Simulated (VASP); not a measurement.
Crystal: PbS.

```xyz
2
Lattice="0.0000 2.9872 2.9872 2.9872 0.0000 2.9872 2.9872 2.9872 0.0000" Properties=species:S:1:pos:R:3 pbc="T T T"
Pb    0.0000    0.0000    0.0000
S     2.9872    2.9872    2.9872
```

Base run:

- Program: VASP 6.6.1
- Functional: HSE06
- Potentials or basis: VASP PAW PBE potentials, release 64 (Pb_d, S)
- Cutoff: 520 eV
- k mesh: 6 × 6 × 6
- Occupations: gaussian, width 0.01 eV
- Spin: no spin polarisation

Its results: band gap on the k mesh 0.88 eV; pressure -0.3 GPa.

Problem. The run is repeated on the same cell with these changes: functional from HSE06 to PBE0. What comes out?

Solution. Band gap on the k mesh 1.49 eV; pressure -0.3 GPa.

Caveats: the PAW data sets were made with another functional, which shifts forces and pressure a little; spin-orbit coupling is left out, which moves the levels of the heavy elements.

A k mesh can miss the band edges.
